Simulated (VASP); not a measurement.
Input of a VASP 6.6.1 run:

Contents of INCAR:

```
PREC = Accurate ; ENCUT = 520
EDIFF = 1E-6 ; ISMEAR = 0
SIGMA = 0.15 ; LREAL = F
LASPH = T ; NELM = 60
ALGO = Normal ; ISIF = 2
LWAVE = F ; LCHARG = F
GGA = PS ; NBANDS = 15
```

Contents of KPOINTS:

```
Automatic mesh
0
Gamma
  10 10 8
```

The input POSCAR:

```
HfB2
1.0
    3.1400000000      0.0000000000      0.0000000000
   -1.5700000000      2.7193197700      0.0000000000
    0.0000000000      0.0000000000      3.4800000000
Hf B
1 2
Direct
    0.0000000000      0.0000000000      0.0000000000
    0.3333333333      0.6666666667      0.5000000000
    0.6666666667      0.3333333333      0.5000000000
```

Potentials or basis: VASP PAW PBE potentials, release 64 (Hf_pv, B).

Launch:

```bash
$ cat potpaw_PBE.64/Hf_pv/POTCAR potpaw_PBE.64/B/POTCAR > POTCAR
$ mpirun -np 1 vasp_std > vasp.out
```

Problem. Estimate the pressure.

Solution. -4.4 GPa.

Problem. What does it give for the band gap on the k mesh?

Solution. Zero (band 8 reaches 8.11 eV, above the bottom of band 9 at 7.30 eV).

Stress tensor (GPa, compression positive):
```
-4.22  0.00  0.00
 0.00 -4.22  0.00
 0.00  0.00 -4.90
```

Caveat: the PAW data sets were made with another functional, which shifts forces and pressure a little; spin-orbit coupling is left out, which moves the levels of the heavy elements.
